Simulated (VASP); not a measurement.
# BaTe (I4/mmm) in VASP: a series of runs

The runs below take BaTe through single point, with PBEsol.

Program: VASP 6.6.1. These are calculated values, not measurements. Logs are shortened: lines on timing, memory, paths and dates and some standing lists are left out, and cuts for length are marked.

### Step 1. The cell of the first run

It takes space group I4/mmm (No. 139, tetragonal). The conventional cell has a = 4.885 Å, b = 4.885 Å, c = 6.964 Å, α = 90.00°, β = 90.00°, γ = 90.00°. Within 4.5 Å of Ba (site symmetry 4/mmm) lie 6 Te at 3.45 to 3.48 Å. Te (site symmetry 4/mmm) has 6 Ba at 3.45 to 3.48 Å within 4.5 Å.

### Step 2. Single point, PBEsol (in-plane strain -0.005)

INCAR reads:

```
SYSTEM = BaTe
ALGO     = Normal         ! electronic algorithm
EDIFF    = 1E-6           ! SCF threshold, eV
ENCUT    = 520            ! plane-wave cutoff, eV
GGA      = PS             ! functional
ISIF     = 2              ! what is computed and relaxed
ISMEAR   = 0              ! smearing method
LASPH    = .TRUE.         ! aspherical terms in the spheres
LCHARG   = .TRUE.         ! write CHGCAR
LELF     = .TRUE.         ! ELF
LREAL    = .FALSE.        ! projectors in reciprocal space
LVHAR    = .TRUE.       
LWAVE    = .FALSE.        ! write WAVECAR
NBANDS   = 15             ! bands
NELM     = 60             ! most SCF steps
PREC     = Accurate       ! precision mode
SIGMA    = 0.01           ! smearing width, eV
```

KPOINTS reads:

```
k-points
0
G
  6 6 6
  0 0 0
```

POSCAR reads:

```
BaTe
1.0
    3.4540146171      3.4540146171      0.0000000000
   -3.4540146171      3.4540146171      0.0000000000
    0.0000000000      3.4540146171      3.4817855889
Ba Te
1 1
Direct
    0.0000000000      0.0000000000      0.0000000000
    0.5000000000      0.5000000000      0.0000000000
```

Potentials or basis: VASP PAW PBE potentials, release 64 (Ba_sv, Te).

Run with:

```bash
> cat potpaw_PBE.64/Ba_sv/POTCAR potpaw_PBE.64/Te/POTCAR > POTCAR
> mpirun -np 1 vasp_std > vasp.out
```

OUTCAR:

```text
SYSTEM = BaTe
   EDIFF = 1E-6
   ENCUT = 520
   GGA = PS
   ISIF = 2
   ISMEAR = 0
   LASPH = .TRUE.
   LREAL = .FALSE.
   NELM = 60
   PREC = Accurate

 ion  position               nearest neighbor table
   1  0.000  0.000  0.000-   2 3.45   2 3.45   2 3.45   2 3.45   2 3.48   2 3.48
   2  0.500  0.500  0.000-   1 3.45   1 3.45   1 3.45   1 3.45   1 3.48   1 3.48

  LATTYP: Found a body centered tetragonal cell.
 ALAT       =     4.8847143161
 C/A-ratio  =     1.4255841237

  Lattice vectors:

 A1 = (   3.4540146171,   0.0000000000,  -3.4817855889)
 A2 = (  -3.4540146171,   0.0000000000,  -3.4817855889)
 A3 = (   0.0000000000,   3.4540146171,   3.4817855889)

Analysis of symmetry for initial positions (statically):
=====================================================================
 Subroutine PRICEL returns:
 Original cell was already a primitive cell.

 Routine SETGRP: Setting up the symmetry group for a
 body centered tetragonal supercell.

 Subroutine GETGRP returns: Found 16 space group operations
 (whereof 16 operations were pure point group operations)
 out of a pool of 16 trial point group operations.

The static configuration has the point symmetry D_4h.

Analysis of symmetry for dynamics (positions and initial velocities):
=====================================================================
 Subroutine PRICEL returns:
 Original cell was already a primitive cell.

 Routine SETGRP: Setting up the symmetry group for a
 body centered tetragonal supercell.

 Subroutine GETGRP returns: Found 16 space group operations
 (whereof 16 operations were pure point group operations)
 out of a pool of 16 trial point group operations.

The dynamic configuration has the point symmetry D_4h.

 Subroutine INISYM returns: Found 16 space group operations
 (whereof 16 operations are pure point group operations),
 and found     1 'primitive' translations

----------------------------------------------------------------------------------------

                                     Primitive cell

  volume of cell :      83.0769

  direct lattice vectors                    reciprocal lattice vectors
     3.454014617  3.454014617  0.000000000     0.144759086  0.144759086 -0.143604477
    -3.454014617  3.454014617  0.000000000    -0.144759086  0.144759086 -0.143604477
     0.000000000  3.454014617  3.481785589     0.000000000  0.000000000  0.287208955

  length of vectors
     4.884714316  4.884714316  4.904390672     0.250065256  0.250065256  0.287208955

  position of ions in fractional coordinates (direct lattice)
     0.000000000  0.000000000  0.000000000
     0.500000000  0.500000000  0.000000000

  ion indices of the primitive-cell ions
   primitive index   ion index
                 1           1
                 2           2

----------------------------------------------------------------------------------------

 KPOINTS: k-points

Automatic generation of k-mesh.
 Grid dimensions read from file:
 generate k-points for:    6    6    6

 Generating k-lattice:

  Cartesian coordinates                     Fractional coordinates (reciprocal lattice)
     0.024126514  0.024126514 -0.023934080     0.166666667  0.000000000  0.000000000
    -0.024126514  0.024126514 -0.023934080     0.000000000  0.166666667  0.000000000
     0.000000000  0.000000000  0.047868159     0.000000000  0.000000000  0.166666667

  Length of vectors
     0.041677543  0.041677543  0.047868159

  Shift w.r.t. Gamma in fractional coordinates (k-lattice)
     0.000000000  0.000000000  0.000000000

 Subroutine IBZKPT returns following result:
 ===========================================

 Found     30 irreducible k-points:

 Following reciprocal coordinates:
            Coordinates               Weight
  0.000000  0.000000  0.000000      1.000000
  0.166667  0.000000 -0.000000      8.000000
  0.333333  0.000000 -0.000000      8.000000
  0.500000  0.000000  0.000000      4.000000
  0.166667  0.166667 -0.000000      8.000000
  0.333333  0.166667  0.000000     16.000000
[... 16 lines left out ...]
 -0.333333 -0.333333  0.166667      4.000000
 -0.166667 -0.333333  0.166667     16.000000
 [... further k-points ...]
   k-points           NKPTS =     30   k-points in BZ     NKDIM =     30   number of bands    NBANDS=     15
   number of dos      NEDOS =    301   number of ions     NIONS =      2
   total plane-waves  NPLWV =  46656
   dimension x,y,z NGX =    36 NGY =   36 NGZ =   36
   dimension x,y,z NGXF=    72 NGYF=   72 NGZF=   72
   ions per type =               1   1
   NGX,Y,Z   is equivalent  to a cutoff of  12.25, 12.25, 12.20 a.u.
   NGXF,Y,Z  is equivalent  to a cutoff of  24.50, 24.50, 24.41 a.u.
 SYSTEM =  BaTe
   PREC   = accura    normal or accurate (medium, high low for compatibility)
   ISTART =      0    job   : 0-new  1-cont  2-samecut
   ICHARG =      2    charge: 1-file 2-atom 10-const
   ISPIN  =      1    spin polarized calculation?
   LNONCOLLINEAR =      F non collinear calculations
   LSORBIT =      F    spin-orbit coupling
   LASPH  =      T    aspherical Exc in radial PAW
   ENCUT  =  520.0 eV  38.22 Ry    6.18 a.u.   9.08  9.08  9.12*2*pi/ulx,y,z
   NELM   =     60;   NELMIN=  2; NELMDL= -5     # of ELM steps
   EDIFF  = 0.1E-05   stopping-criterion for ELM
   LREAL  =      F    real-space projection
   EDIFFG = 0.1E-04   stopping-criterion for IOM
   NSW    =      0    number of steps for IOM
   IBRION =     -1    ionic relax: 0-MD 1-quasi-New 2-CG
   NFREE  =      0    steps in history (QN), initial steepest desc. (CG)
   ISIF   =      2    stress and relaxation
   ISYM   =      2    0-nonsym 1-usesym 2-fastsym
   POTIM  = 0.5000    time-step for ionic-motion
   TEBEG  =    0.0;   TEEND  =   0.0 temperature during run
   PSTRESS=    0.0 pullay stress
   NELECT =      16.0000    total number of electrons
   NUPDOWN=      -1.0000    fix difference up-down
   EMIN   =  10.00;   EMAX   =-10.00  energy-range for DOS
   EFERMI =   0.00;   METHOD = LEGACY
   ISMEAR =     0;   SIGMA  =   0.01  broadening in eV -4-tet -1-fermi 0-gaus
   EFERMI_NEDOS =   21; number of points for ismear=-14 and -15
   IALGO  =     38    algorithm
   IMIX   =      4    mixing-type and parameters
     AMIX     =   0.40;   BMIX     =  1.00
     AMIX_MAG =   1.60;   BMIX_MAG =  1.00
  volume/ion in A,a.u.               =      41.54       280.32
  Fermi-wavevector in a.u.,A,eV,Ry     =   0.945413  1.786571 12.160954  0.893805
  Thomas-Fermi vector in A             =   2.073312
   LORBIT       =      0    0 simple, 1 ext, 2 COOP (PROOUT), +10 PAW based schemes
   GGA     = PS    functional components
   LHFCALC =     F    Hartree Fock is set to
   AEXX    =    0.0000 exact exchange contribution
   IVDW    =     0    specifies the selected vdW correction
   LEPSILON=     F    determine dielectric tensor
   LRPA    =     F    only Hartree local field effects (RPA)
 non-spin polarized calculation
 Gauss-broadening in eV      SIGMA  =   0.01
  energy-cutoff  :      520.00
  volume of cell :       83.08
 maximum number of plane-waves:      2256
   NGX = 19   NGY = 19   NGZ = 19

 number of electron      16.0000000 magnetization

 Free energy of the ion-electron system (eV)
  ---------------------------------------------------
  ext. energy  EPLUGINS =         0.00000000
  ---------------------------------------------------
  free energy    TOTEN  =        -9.18759370 eV

  energy without entropy =       -9.18759370  energy(sigma->0) =       -9.18759370

 E-fermi :   2.4083     XC(G=0):  -8.5380

 val. band max:        2.3653987878   @ k =   0.0000   0.0000   0.0000
 cond. band min:       3.7132109828   @ k =   0.5000   0.5000   0.0000
 fundamental gap:      1.3478121950
 Fermi energy:         2.4082856527

 k-point     1 :       0.0000    0.0000    0.0000
  band No.  band energies     occupation
      1     -24.5453      2.00000
      2      -9.6929      2.00000
      3      -9.6929      2.00000
      4      -9.6901      2.00000
      5      -7.2944      2.00000
      6       2.3417      2.00000
      7       2.3654      2.00000
      8       2.3654      2.00000
      9       5.1641      0.00000
     10       5.2163      0.00000
     11       5.2163      0.00000
     12       5.2293      0.00000
     13       5.8659      0.00000
     14       5.8970      0.00000
     15       9.1935      0.00000

 k-point     2 :       0.1667    0.0000   -0.0000
  band No.  band energies     occupation
      1     -24.5413      2.00000
      2      -9.8422      2.00000
      3      -9.6955      2.00000
      4      -9.6949      2.00000
      5      -7.0661      2.00000
      6       1.4983      2.00000
      7       1.9411      2.00000
      8       1.9507      2.00000
      9       5.2434      0.00000
     10       5.5389      0.00000
     11       5.5645      0.00000
     12       6.3548      0.00000
     13       6.6715      0.00000
     14       6.7095      0.00000
     15      10.0750      0.00000

 k-point     3 :       0.3333    0.0000   -0.0000
  band No.  band energies     occupation
      1     -24.5332      2.00000
      2     -10.0902      2.00000
      3      -9.7026      2.00000
      4      -9.7008      2.00000
      5      -6.6472      2.00000
      6       0.4131      2.00000
      7       1.3709      2.00000
      8       1.3721      2.00000
      9       5.6803      0.00000
     10       6.4514      0.00000
     11       6.4585      0.00000
     12       7.7461      0.00000
     13       8.3782      0.00000
     14       8.4437      0.00000
     15      10.5340      0.00000
[... 343 lines left out ...]
 k-point    23 :      -0.3333   -0.3333    0.1667
  band No.  band energies     occupation
      1     -24.5238      2.00000
      2      -9.9019      2.00000
      3      -9.8618      2.00000
      4      -9.8239      2.00000
      5      -6.8862      2.00000
      6       1.1985      2.00000
      7       1.2680      2.00000
      8       1.5458      2.00000
      9       4.8234      0.00000
     10       6.9131      0.00000
     11       7.0661      0.00000
     12       7.7408      0.00000
     13       8.1742      0.00000
     14       9.0177      0.00000
     15      10.5061      0.00000

 k-point    24 :      -0.1667   -0.3333    0.1667
  band No.  band energies     occupation
      1     -24.5252      2.00000
      2     -10.0170      2.00000
      3      -9.8243      2.00000
      4      -9.7686      2.00000
      5      -6.7289      2.00000
      6       0.6772      2.00000
      7       1.3112      2.00000
      8       1.3467      2.00000
      9       5.8963      0.00000
     10       6.0167      0.00000
     11       7.7322      0.00000
     12       7.7868      0.00000
     13       7.9378      0.00000
     14       9.6843      0.00000
     15      10.7331      0.00000

 [... further k-points ...]

------------------------ aborting loop because EDIFF is reached ----------------------------------------

  FORCE on cell =-STRESS in cart. coord.  units (eV):
  Direction    XX          YY          ZZ          XY          YZ          ZX
  --------------------------------------------------------------------------------------
  -------------------------------------------------------------------------------------
  Total        0.4236846      0.4236846      0.1129054      0.0000000      0.0000000      0.0000000
  in kB        8.1709556      8.1709556      2.1774332      0.0000000      0.0000000      0.0000000
  external PRESSURE =       6.1731148 kB  Pullay stress =       0.0000000 kB

 VOLUME and BASIS-vectors are now :
 -----------------------------------------------------------------------------
  energy-cutoff  :      520.00
  volume of cell :       83.08
      direct lattice vectors                 reciprocal lattice vectors
     3.454014617  3.454014617  0.000000000     0.144759086  0.144759086 -0.143604477
    -3.454014617  3.454014617  0.000000000    -0.144759086  0.144759086 -0.143604477
     0.000000000  3.454014617  3.481785589     0.000000000  0.000000000  0.287208955

 POSITION                                       TOTAL-FORCE (eV/Angst)
 -----------------------------------------------------------------------------------
      0.00000      0.00000      0.00000         0.000000      0.000000      0.000000
      0.00000      3.45401      0.00000        -0.000000     -0.000000      0.000000
 -----------------------------------------------------------------------------------
    total drift:                               -0.000000      0.000000     -0.000000

  FREE ENERGIE OF THE ION-ELECTRON SYSTEM (eV)
  ---------------------------------------------------
  free  energy   TOTEN  =        -9.1875936957 eV

  energy  without entropy=       -9.1875936957  energy(sigma->0) =       -9.18759370
```

Wall time 26 s (1 thread of Intel Xeon Platinum 8259CL at 2.50GHz (Skylake/Cascade Lake), shared host); peak memory 0.22 GiB.

Results:

* Free energy: -9.1876 eV
* Pressure: 0.6 GPa
* Band gap on the k mesh: 1.35 eV, indirect (least direct gap 1.73 eV)

Caveat: the cell differs from its parent crystal (in-plane strain -0.005); the PAW data sets were made with another functional, which shifts forces and pressure a little; spin-orbit coupling is left out, which moves the levels of the heavy elements. A k mesh can miss the band edges.

### Step 3. Single point, PBEsol (in-plane strain +0.005, then relaxed in part)

INCAR reads:

```
PREC     = Accurate       # precision mode
ENCUT    = 520            # plane-wave cutoff, eV
EDIFF    = 1E-6           # SCF threshold, eV
ISMEAR   = 0              # smearing method
SIGMA    = 0.01           # smearing width, eV
LREAL    = False          # projectors in reciprocal space
LASPH    = True           # aspherical terms in the spheres
NELM     = 100            # most SCF steps
ALGO     = Normal         # electronic algorithm
ISIF     = 2              # what is computed and relaxed
LWAVE    = False          # write WAVECAR
LCHARG   = False          # write CHGCAR
GGA      = PS             # functional
NBANDS   = 15             # bands
```

KPOINTS reads:

```
Automatic mesh
0
Gamma
  6 6 6
```

POSCAR reads:

```
BaTe
1.0
    3.4887283318      3.4887283318      0.0000000000
   -3.4887283318      3.4887283318      0.0000000000
    0.0000000000      3.4887283318      3.4658964319
Ba Te
1 1
Direct
    0.0000000000      0.0000000000      0.0000000000
    0.5000000000      0.5000000000      0.0000000000
```

Potentials or basis: VASP PAW PBE potentials, release 64 (Ba_sv, Te).

Run with:

```bash
> cat potpaw_PBE.64/Ba_sv/POTCAR potpaw_PBE.64/Te/POTCAR > POTCAR
> mpirun -np 1 vasp_std > vasp.out
```

It took 35 s on 1 thread of Intel Xeon Platinum 8259CL at 2.50GHz (Skylake/Cascade Lake), shared host; peak memory 0.25 GiB.

Results (log left out):

```
Free energy            : -9.1907 eV
Pressure               : 0.1 GPa
Band gap on the k mesh : 1.38 eV, indirect (least direct gap 1.77 eV)
```

Stress tensor (GPa, compression positive):
```
-0.05  0.00  0.00
 0.00 -0.05  0.00
 0.00  0.00  0.41
```

Levels at points of the mesh, in eV from the valence-band top:
```tsv
k point	band 4	band 5	band 6	band 7	band 8	band 9	band 10	band 11	band 12	band 13
(0.00, 0.00, 0.00)	-12.09	-9.63	-0.02	-0.02	0.00	2.80	2.83	2.83	2.87	3.49
(0.50, 0.00, 0.00)	-12.11	-8.83	-2.34	-1.19	-1.19	4.08	4.72	4.86	4.88	6.89
(0.50, 0.50, 0.00)	-12.18	-9.41	-1.18	-0.40	-0.39	1.38	4.42	4.60	5.62	5.75
(0.00, 0.00, 0.50)	-12.19	-9.41	-1.15	-0.41	-0.41	1.38	4.44	4.59	5.64	5.76
```

Caveat: the cell differs from its parent crystal (in-plane strain +0.005, then relaxed in part); the PAW data sets were made with another functional, which shifts forces and pressure a little; spin-orbit coupling is left out, which moves the levels of the heavy elements.

### Step 4. Single point, PBEsol (in-plane strain +0.005)

INCAR reads:

```
SYSTEM = BaTe
PREC = Accurate
ENCUT = 520
EDIFF = 1E-6
ISMEAR = 0
SIGMA = 0.01
LREAL = .False.
LASPH = .True.
NELM = 100
ALGO = Normal
ISIF = 2
LWAVE = .False.
LCHARG = .True.
GGA = PS
LELF = .True.
LVHAR = .True.
NBANDS = 15
```

KPOINTS reads:

```
regular mesh
0
Gamma
  6 6 6
  0 0 0
```

POSCAR: that of step 3 with these lines changed.

```diff
@@ -4,3 +4,3 @@
    -3.4887283318      3.4887283318      0.0000000000
-    0.0000000000      3.4887283318      3.4658964319
+    0.0000000000      3.4887283318      3.4609573600
 Ba Te
```

Run with:

```bash
> cat potpaw_PBE.64/Ba_sv/POTCAR potpaw_PBE.64/Te/POTCAR > POTCAR
> mpirun -np 1 vasp_std > vasp.out
```

Run time: 41 s. Hardware: 1 thread of Intel Xeon Platinum 8259CL at 2.50GHz (Skylake/Cascade Lake), shared host; peak memory 0.25 GiB.

The run converged. Its results:

- Free energy: -9.1904 eV
- Pressure: 0.1 GPa
- Band gap on the k mesh: 1.37 eV, indirect (least direct gap 1.76 eV)

Stress tensor (GPa, compression positive):
```
-0.04  0.00  0.00
 0.00 -0.04  0.00
 0.00  0.00  0.53
```

Levels at points of the mesh, in eV from the valence-band top:
```
           k point  band 6  band 7  band 8  band 9  band 10  band 11
(0.00, 0.00, 0.00)   -0.02   -0.02    0.00    2.80     2.82     2.82
(0.50, 0.00, 0.00)   -2.35   -1.20   -1.19    4.08     4.72     4.86
(0.50, 0.50, 0.00)   -1.19   -0.41   -0.39    1.37     4.41     4.61
(0.00, 0.00, 0.50)   -1.15   -0.42   -0.42    1.37     4.44     4.59
```

Caveat: the cell differs from its parent crystal (in-plane strain +0.005); the PAW data sets were made with another functional, which shifts forces and pressure a little; spin-orbit coupling is left out, which moves the levels of the heavy elements. A k mesh can miss the band edges.

### Step 5. Summary

| cell | gap on the mesh (eV) | pressure (GPa) |
| --- | --- | --- |
| a = 4.885, b = 4.885, c = 4.904 Å, angles 60.1, 60.1, 90.0°, 2 atoms | 1.35 | 0.6 |
| a = 4.934, b = 4.934, c = 4.918 Å, angles 59.9, 59.9, 90.0°, 2 atoms | 1.38 | 0.1 |
| a = 4.934, b = 4.934, c = 4.914 Å, angles 59.9, 59.9, 90.0°, 2 atoms | 1.37 | 0.1 |

Alike in all rows: task single point; level PBEsol; potentials or basis VASP PAW PBE potentials, release 64 (Ba_sv, Te); no spin polarisation; k mesh 6 × 6 × 6; cutoff (eV) 520; smearing gaussian 0.01 eV.

Caveats: the PAW data sets were made with another functional, which shifts forces and pressure a little; spin-orbit coupling is left out, which moves the levels of the heavy elements.

Absolute energies hang on the potentials; compare differences alone.
